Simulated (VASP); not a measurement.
# CuI in VASP: further runs

Aim: see how the results for CuI move with the level of theory and the settings. Levels: PBE, r2SCAN. Tasks: single point.

Everything below comes from runs of VASP 6.6.1. Logs are shortened: lines on timing, memory, paths and dates and some standing lists are left out, and cuts for length are marked.

**1. The cell of the first run**

Symmetry: F-43m, No. 216, cubic system. The conventional cell has a = 6.223 Å, b = 6.223 Å, c = 6.223 Å, α = 90.00°, β = 90.00°, γ = 90.00°. Cu (site symmetry -43m) has 4 I at 2.69 Å within 3.6 Å. Within 3.6 Å of I (site symmetry -43m) lie 4 Cu at 2.69 Å.

**2. Single point, PBE (strain +3.3%)**

File INCAR:

```
ALGO     = Normal         # electronic algorithm
EDIFF    = 1E-6           # SCF threshold, eV
ENCUT    = 520            # plane-wave cutoff, eV
GGA      = PE             # functional
ISIF     = 2              # what is computed and relaxed
ISMEAR   = -1             # smearing method
LASPH    = T              # aspherical terms in the spheres
LCHARG   = T              # write CHGCAR
LELF     = T              # ELF
LREAL    = F              # projectors in reciprocal space
LVHAR    = T            
LWAVE    = F              # write WAVECAR
NBANDS   = 16             # bands
NELM     = 60             # most SCF steps
PREC     = Accurate       # precision mode
SIGMA    = 0.02           # smearing width, eV
```

File KPOINTS:

```
k-points
0
Gamma
  8 8 8
```

File POSCAR:

```
CuI
1.0
    0.0000000000      3.1117272825      3.1117272825
    3.1117272825      0.0000000000      3.1117272825
    3.1117272825      3.1117272825      0.0000000000
Cu I
1 1
Direct
    0.0000000000      0.0000000000      0.0000000000
    0.2500000000      0.2500000000      0.2500000000
```

Potentials or basis: VASP PAW PBE potentials, release 64 (Cu, I).

Started as:

```
> cat potpaw_PBE.64/Cu/POTCAR potpaw_PBE.64/I/POTCAR > POTCAR
> mpirun -np 1 vasp_std > vasp.out
```

OUTCAR:

```text
EDIFF = 1E-6
   ENCUT = 520
   GGA = PE
   ISIF = 2
   ISMEAR = -1
   LASPH = T
   LREAL = F
   NELM = 60
   PREC = Accurate

 ion  position               nearest neighbor table
   1  0.000  0.000  0.000-   2 2.69   2 2.69   2 2.69   2 2.69
   2  0.250  0.250  0.250-   1 2.69   1 2.69   1 2.69   1 2.69

  LATTYP: Found a face centered cubic cell.
 ALAT       =     6.2234545650

  Lattice vectors:

 A1 = (   0.0000000000,   3.1117272825,   3.1117272825)
 A2 = (   3.1117272825,   0.0000000000,   3.1117272825)
 A3 = (   3.1117272825,   3.1117272825,   0.0000000000)

Analysis of symmetry for initial positions (statically):
=====================================================================
 Subroutine PRICEL returns:
 Original cell was already a primitive cell.

 Routine SETGRP: Setting up the symmetry group for a
 face centered cubic supercell.

 Subroutine GETGRP returns: Found 24 space group operations
 (whereof 24 operations were pure point group operations)
 out of a pool of 48 trial point group operations.

The static configuration has the point symmetry T_d .

Analysis of symmetry for dynamics (positions and initial velocities):
=====================================================================
 Subroutine PRICEL returns:
 Original cell was already a primitive cell.

 Routine SETGRP: Setting up the symmetry group for a
 face centered cubic supercell.

 Subroutine GETGRP returns: Found 24 space group operations
 (whereof 24 operations were pure point group operations)
 out of a pool of 48 trial point group operations.

The dynamic configuration has the point symmetry T_d .

 Subroutine INISYM returns: Found 24 space group operations
 (whereof 24 operations are pure point group operations),
 and found     1 'primitive' translations

----------------------------------------------------------------------------------------

                                     Primitive cell

  volume of cell :      60.2608

  direct lattice vectors                    reciprocal lattice vectors
     0.000000000  3.111727282  3.111727282    -0.160682462  0.160682462  0.160682462
     3.111727282  0.000000000  3.111727282     0.160682462 -0.160682462  0.160682462
     3.111727282  3.111727282  0.000000000     0.160682462  0.160682462 -0.160682462

  length of vectors
     4.400646925  4.400646925  4.400646925     0.278310188  0.278310188  0.278310188

  position of ions in fractional coordinates (direct lattice)
     0.000000000  0.000000000  0.000000000
     0.250000000  0.250000000  0.250000000

  ion indices of the primitive-cell ions
   primitive index   ion index
                 1           1
                 2           2

----------------------------------------------------------------------------------------

 KPOINTS: k-points

Automatic generation of k-mesh.
 Grid dimensions read from file:
 generate k-points for:    8    8    8

 Generating k-lattice:

  Cartesian coordinates                     Fractional coordinates (reciprocal lattice)
    -0.020085308  0.020085308  0.020085308     0.125000000  0.000000000  0.000000000
     0.020085308 -0.020085308  0.020085308     0.000000000  0.125000000  0.000000000
     0.020085308  0.020085308 -0.020085308     0.000000000  0.000000000  0.125000000

  Length of vectors
     0.034788773  0.034788773  0.034788773

  Shift w.r.t. Gamma in fractional coordinates (k-lattice)
     0.000000000  0.000000000  0.000000000

 Subroutine IBZKPT returns following result:
 ===========================================

 Found     29 irreducible k-points:

 Following reciprocal coordinates:
            Coordinates               Weight
  0.000000  0.000000  0.000000      1.000000
  0.125000  0.000000  0.000000      8.000000
  0.250000  0.000000  0.000000      8.000000
  0.375000  0.000000  0.000000      8.000000
  0.500000  0.000000  0.000000      4.000000
  0.125000  0.125000  0.000000      6.000000
[... 16 lines left out ...]
  0.500000  0.250000  0.125000     48.000000
 -0.375000  0.250000  0.125000     24.000000
 [... further k-points ...]
   k-points           NKPTS =     29   k-points in BZ     NKDIM =     29   number of bands    NBANDS=     16
   number of dos      NEDOS =    301   number of ions     NIONS =      2
   total plane-waves  NPLWV =  46656
   dimension x,y,z NGX =    36 NGY =   36 NGZ =   36
   dimension x,y,z NGXF=    72 NGYF=   72 NGZF=   72
   ions per type =               1   1
   NGX,Y,Z   is equivalent  to a cutoff of  13.60, 13.60, 13.60 a.u.
   NGXF,Y,Z  is equivalent  to a cutoff of  27.20, 27.20, 27.20 a.u.
 SYSTEM =  unknown system
   PREC   = accura    normal or accurate (medium, high low for compatibility)
   ISTART =      0    job   : 0-new  1-cont  2-samecut
   ICHARG =      2    charge: 1-file 2-atom 10-const
   ISPIN  =      1    spin polarized calculation?
   LNONCOLLINEAR =      F non collinear calculations
   LSORBIT =      F    spin-orbit coupling
   LASPH  =      T    aspherical Exc in radial PAW
[... 47 lines left out ...]

  energy without entropy =       -5.53251903  energy(sigma->0) =       -5.53251903

 E-fermi :   4.0694     XC(G=0):  -8.5785

 val. band max:        3.6205139589   @ k =   0.0000   0.0000   0.0000
 cond. band min:       4.5727359768   @ k =   0.0000   0.0000   0.0000
 fundamental gap:      0.9522220179
 Fermi energy:         4.0693553765

 k-point     1 :       0.0000    0.0000    0.0000
  band No.  band energies     occupation
      1     -10.0046      2.00000
      2       0.3113      2.00000
      3       0.3113      2.00000
      4       0.3113      2.00000
      5       2.0660      2.00000
      6       2.0660      2.00000
[... 8 lines left out ...]
     15      13.0589      0.00000
     16      13.0589      0.00000

 k-point     2 :       0.1250    0.0000    0.0000
  band No.  band energies     occupation
      1      -9.9449      2.00000
      2       0.0209      2.00000
      3       0.3141      2.00000
      4       0.3141      2.00000
      5       2.0611      2.00000
      6       2.0611      2.00000
[... 8 lines left out ...]
     15      12.4731      0.00000
     16      12.4731      0.00000

 k-point     3 :       0.2500    0.0000    0.0000
  band No.  band energies     occupation
      1      -9.7934      2.00000
      2      -0.6423      2.00000
      3       0.3183      2.00000
      4       0.3183      2.00000
      5       2.0591      2.00000
      6       2.0591      2.00000
[... 8 lines left out ...]
     15      12.2781      0.00000
     16      12.5097      0.00000

 k-point     4 :       0.3750    0.0000    0.0000
  band No.  band energies     occupation
      1      -9.6299      2.00000
      2      -1.2575      2.00000
      3       0.3185      2.00000
      4       0.3185      2.00000
      5       2.0759      2.00000
      6       2.0759      2.00000
[... 8 lines left out ...]
     15      13.1173      0.00000
     16      13.1173      0.00000

 k-point     5 :       0.5000    0.0000    0.0000
  band No.  band energies     occupation
      1      -9.5580      2.00000
      2      -1.5015      2.00000
      3       0.3174      2.00000
      4       0.3174      2.00000
      5       2.0907      2.00000
      6       2.0907      2.00000
[... 8 lines left out ...]
     15      14.2661      0.00000
     16      14.2661      0.00000

 k-point     6 :       0.1250    0.1250    0.0000
  band No.  band energies     occupation
      1      -9.9250      2.00000
      2      -0.0163      2.00000
      3       0.2912      2.00000
      4       0.2912      2.00000
      5       2.0396      2.00000
      6       2.0772      2.00000
[... 8 lines left out ...]
     15      12.7917      0.00000
     16      13.2092      0.00000
[... 267 lines left out ...]
 k-point    21 :       0.5000    0.5000    0.0000
  band No.  band energies     occupation
      1      -9.4078      2.00000
      2      -1.4971      2.00000
      3       0.1706      2.00000
      4       0.1706      2.00000
      5       2.0548      2.00000
      6       2.1113      2.00000
[... 8 lines left out ...]
     15      14.6915      0.00000
     16      15.3484      0.00000

 k-point    22 :       0.3750    0.2500    0.1250
  band No.  band energies     occupation
      1      -9.6768      2.00000
      2      -0.8341      2.00000
      3       0.0941      2.00000
      4       0.2963      2.00000
      5       2.0085      2.00000
      6       2.0986      2.00000
[... 8 lines left out ...]
     15      13.6893      0.00000
     16      14.6930      0.00000

 k-point    23 :       0.5000    0.2500    0.1250
  band No.  band energies     occupation
      1      -9.5419      2.00000
      2      -1.1442      2.00000
      3      -0.1131      2.00000
      4       0.2769      2.00000
      5       2.0277      2.00000
      6       2.0802      2.00000
[... 8 lines left out ...]
     15      14.0334      0.00000
     16      14.8922      0.00000

 k-point    24 :      -0.3750    0.2500    0.1250
  band No.  band energies     occupation
      1      -9.4833      2.00000
      2      -1.2728      2.00000
      3      -0.2022      2.00000
      4       0.2622      2.00000
      5       2.0129      2.00000
      6       2.0771      2.00000
[... 8 lines left out ...]
     15      14.1757      0.00000
     16      14.6778      0.00000

 [... further k-points ...]
[... 5 lines left out ...]
  --------------------------------------------------------------------------------------
  -------------------------------------------------------------------------------------
  Total       -0.7657002     -0.7657002     -0.7657002      0.0000000     -0.0000000     -0.0000000
  in kB      -20.3579845    -20.3579845    -20.3579845      0.0000000     -0.0000000     -0.0000000
  external PRESSURE =     -20.3579845 kB  Pullay stress =       0.0000000 kB

 VOLUME and BASIS-vectors are now :
 -----------------------------------------------------------------------------
  energy-cutoff  :      520.00
  volume of cell :       60.26
      direct lattice vectors                 reciprocal lattice vectors
     0.000000000  3.111727282  3.111727282    -0.160682462  0.160682462  0.160682462
     3.111727282  0.000000000  3.111727282     0.160682462 -0.160682462  0.160682462
     3.111727282  3.111727282  0.000000000     0.160682462  0.160682462 -0.160682462

 POSITION                                       TOTAL-FORCE (eV/Angst)
 -----------------------------------------------------------------------------------
      0.00000      0.00000      0.00000         0.000000     -0.000000      0.000000
      1.55586      1.55586      1.55586        -0.000000      0.000000     -0.000000
 -----------------------------------------------------------------------------------
    total drift:                               -0.000001     -0.000001     -0.000001

  FREE ENERGIE OF THE ION-ELECTRON SYSTEM (eV)
  ---------------------------------------------------
  free  energy   TOTEN  =        -5.5325190257 eV

  energy  without entropy=       -5.5325190257  energy(sigma->0) =       -5.53251903
```

Wall time 24 s (1 thread of Intel Xeon Platinum 8259CL at 2.50GHz (Skylake/Cascade Lake), shared host); peak memory 0.21 GiB.

Results:

| Quantity | Value |
| --- | --- |
| Free energy | -5.5325 eV |
| Pressure | -2.0 GPa |
| Band gap on the k mesh | 0.95 eV, direct |

Levels at points of the mesh, in eV from the valence-band top:
```tsv
k point	band 7	band 8	band 9	band 10	band 11	band 12
(0.00, 0.00, 0.00)	0.00	0.00	0.00	0.95	4.95	4.95
(0.50, 0.00, 0.00)	-1.49	-0.59	-0.59	2.09	5.45	5.45
(0.50, 0.50, 0.00)	-1.48	-1.25	-1.25	2.87	2.92	8.69
```

Caveat: the cell differs from its parent crystal (strain +3.3%); spin-orbit coupling is left out, which moves the levels of the heavy elements.

**3. Single point, r2SCAN (strain +3.3%)**

POSCAR is that of step 2.

File INCAR.step1:

```
SYSTEM = CuI
PREC = Accurate
ENCUT = 520
ISMEAR = 0
SIGMA = 0.01
LREAL = .False.
LASPH = .True.
NELM = 60
NBANDS = 16
GGA = PE
ALGO = Normal
EDIFF = 1E-4
LWAVE = .True.
LCHARG = .False.
```

File INCAR.step2:

```
SYSTEM = CuI
PREC = Accurate
ENCUT = 520
EDIFF = 1E-7
ISMEAR = 0
SIGMA = 0.01
LREAL = .False.
LASPH = .True.
NELM = 60
ALGO = Normal
ISIF = 2
LWAVE = .False.
LCHARG = .False.
METAGGA = R2SCAN
LMIXTAU = .True.
NBANDS = 16
ISTART = 1
```

File KPOINTS:

```
Automatic mesh
0
Gamma
  8 8 8
  0 0 0
```

Potentials or basis: VASP PAW PBE potentials, release 64 (Cu, I).

Started as:

```
> cat potpaw_PBE.64/Cu/POTCAR potpaw_PBE.64/I/POTCAR > POTCAR
> cp INCAR.step1 INCAR
> mpirun -np 1 vasp_std > vasp.out
> cp INCAR.step2 INCAR
> mpirun -np 1 vasp_std > vasp.out
```

It took 1.7 min on 1 thread of Intel Xeon Platinum 8259CL at 2.50GHz (Skylake/Cascade Lake), shared host; peak memory 0.22 GiB.

Results (log left out):

```yaml
Free_energy: -35.7312 eV
Pressure: -3.3 GPa
Band_gap_on_the_k_mesh: 1.40 eV, direct
```

Levels at points of the mesh, in eV from the valence-band top:
```
           k point  band 7  band 8  band 9  band 10  band 11  band 12
(0.00, 0.00, 0.00)    0.00    0.00    0.00     1.40     5.33     5.33
(0.50, 0.00, 0.00)   -1.48   -0.59   -0.59     2.48     5.80     5.80
(0.50, 0.50, 0.00)   -1.45   -1.24   -1.24     3.09     3.21     9.23
```

Caveat: the cell differs from its parent crystal (strain +3.3%); the PAW data sets were made with another functional, which shifts forces and pressure a little; spin-orbit coupling is left out, which moves the levels of the heavy elements.

**4. Single point, PBE (uniaxial z strain +4.2%)**

File INCAR:

```
PREC     = Accurate       # precision mode
ENCUT    = 520            # plane-wave cutoff, eV
EDIFF    = 1E-6           # SCF threshold, eV
ISMEAR   = -1             # smearing method
SIGMA    = 0.02           # smearing width, eV
LREAL    = F              # projectors in reciprocal space
LASPH    = T              # aspherical terms in the spheres
NELM     = 80             # most SCF steps
ALGO     = Normal         # electronic algorithm
ISIF     = 2              # what is computed and relaxed
LWAVE    = F              # write WAVECAR
LCHARG   = F              # write CHGCAR
GGA      = PE             # functional
NBANDS   = 16             # bands
```

File KPOINTS:

```
regular mesh
0
Gamma
  8 8 8
```

File POSCAR:

```
CuI
1.0
    0.0000000000      3.0120291186      3.1373295300
    3.0120291186      0.0000000000      3.1373295300
    3.0120291186      3.0120291186      0.0000000000
Cu I
1 1
Direct
    0.0000000000      0.0000000000      0.0000000000
    0.2500000000      0.2500000000      0.2500000000
```

Started as:

```
> cat potpaw_PBE.64/Cu/POTCAR potpaw_PBE.64/I/POTCAR > POTCAR
> mpirun -np 1 vasp_std > vasp.out
```

It took 29 s on 1 thread of Intel Xeon Platinum 8259CL at 2.50GHz (Skylake/Cascade Lake), shared host; peak memory 0.21 GiB.

Results (log left out):

* Free energy: -5.5580 eV
* Pressure: -0.4 GPa
* Band gap on the k mesh: 1.06 eV, direct

Stress tensor (GPa, compression positive):
```
-0.16  0.00  0.00
 0.00 -0.16  0.00
 0.00  0.00 -0.92
```

Levels at points of the mesh, in eV from the valence-band top:
```
           k point  band 6  band 7  band 8  band 9  band 10  band 11  band 12  band 13
(0.00, 0.00, 0.00)   -1.77   -0.07    0.00    0.00     1.06     4.85     4.90     4.90
(0.50, 0.00, 0.00)   -1.76   -1.71   -0.73   -0.66     2.11     5.28     5.55     7.35
(0.50, 0.50, 0.00)   -1.75   -1.70   -1.44   -1.44     2.85     3.09     8.80     9.65
(0.50, 0.00, 0.50)   -1.73   -1.68   -1.48   -1.41     2.69     2.80     9.11     9.43
```

Caveat: the cell differs from its parent crystal (uniaxial z strain +4.2%); spin-orbit coupling is left out, which moves the levels of the heavy elements.

**5. Single point, r2SCAN (uniaxial z strain +4.2%)**

POSCAR is that of step 4.

File INCAR.step1:

```
ALGO = Normal
EDIFF = 1E-4
ENCUT = 520
GGA = PE
ISMEAR = 0
LASPH = T
LCHARG = F
LREAL = F
LWAVE = T
NBANDS = 16
NELM = 80
PREC = Accurate
SIGMA = 0.01
```

File INCAR.step2:

```
ALGO = Normal
EDIFF = 1E-6
ENCUT = 520
ISIF = 2
ISMEAR = 0
ISTART = 1
LASPH = T
LCHARG = T
LELF = T
LMIXTAU = T
LREAL = F
LVHAR = T
LWAVE = F
METAGGA = R2SCAN
NBANDS = 16
NELM = 80
PREC = Accurate
SIGMA = 0.01
```

File KPOINTS:

```
k-points
0
Gamma
  8 8 8
```

Started as:

```
> cat potpaw_PBE.64/Cu/POTCAR potpaw_PBE.64/I/POTCAR > POTCAR
> cp INCAR.step1 INCAR
> mpirun -np 1 vasp_std > vasp.out
> cp INCAR.step2 INCAR
> mpirun -np 1 vasp_std > vasp.out
```

It took 1.7 min on 1 thread of Intel Xeon Platinum 8259CL at 2.50GHz (Skylake/Cascade Lake), shared host; peak memory 0.22 GiB.

Results (log left out):

| Item | Value |
| --- | --- |
| Free energy | -35.7796 eV |
| Pressure | -1.7 GPa |
| Band gap on the k mesh | 1.53 eV, direct |

Stress tensor (GPa, compression positive):
```
-1.42  0.00  0.00
 0.00 -1.42  0.00
 0.00  0.00 -2.24
```

Levels at points of the mesh, in eV from the valence-band top:
| k point | band 5 | band 6 | band 7 | band 8 | band 9 | band 10 | band 11 | band 12 | band 13 | band 14 |
| --- | --- | --- | --- | --- | --- | --- | --- | --- | --- | --- |
| (0.00, 0.00, 0.00) | -1.78 | -1.75 | -0.07 | 0.00 | 0.00 | 1.53 | 5.23 | 5.28 | 5.28 | 8.58 |
| (0.50, 0.00, 0.00) | -1.74 | -1.74 | -1.70 | -0.73 | -0.66 | 2.49 | 5.62 | 5.90 | 7.66 | 9.53 |
| (0.50, 0.50, 0.00) | -1.82 | -1.72 | -1.67 | -1.44 | -1.44 | 3.08 | 3.38 | 9.37 | 10.30 | 10.30 |
| (0.50, 0.00, 0.50) | -1.78 | -1.70 | -1.65 | -1.47 | -1.41 | 2.91 | 3.08 | 9.70 | 10.05 | 10.31 |

Caveat: the cell differs from its parent crystal (uniaxial z strain +4.2%); the PAW data sets were made with another functional, which shifts forces and pressure a little; spin-orbit coupling is left out, which moves the levels of the heavy elements.

**6. Overview**

| level | cell | smearing | gap on the mesh (eV) | pressure (GPa) |
| --- | --- | --- | --- | --- |
| PBE | a = 4.401 Å, angles 60.0°, 2 atoms | fermi-dirac 0.02 eV | 0.95 | -2.0 |
| r2SCAN | a = 4.401 Å, angles 60.0°, 2 atoms | gaussian 0.01 eV | 1.40 | -3.3 |
| PBE | a = 4.349, b = 4.349, c = 4.260 Å, angles 60.7, 60.7, 58.6°, 2 atoms | fermi-dirac 0.02 eV | 1.06 | -0.4 |
| r2SCAN | a = 4.349, b = 4.349, c = 4.260 Å, angles 60.7, 60.7, 58.6°, 2 atoms | gaussian 0.01 eV | 1.53 | -1.7 |

Alike in all rows: task single point; potentials or basis VASP PAW PBE potentials, release 64 (Cu, I); no spin polarisation; k mesh 8 × 8 × 8; cutoff (eV) 520.

Caveats: spin-orbit coupling is left out, which moves the levels of the heavy elements; the PAW data sets were made with another functional, which shifts forces and pressure a little (some runs).

Absolute energies hang on the potentials; compare differences alone.
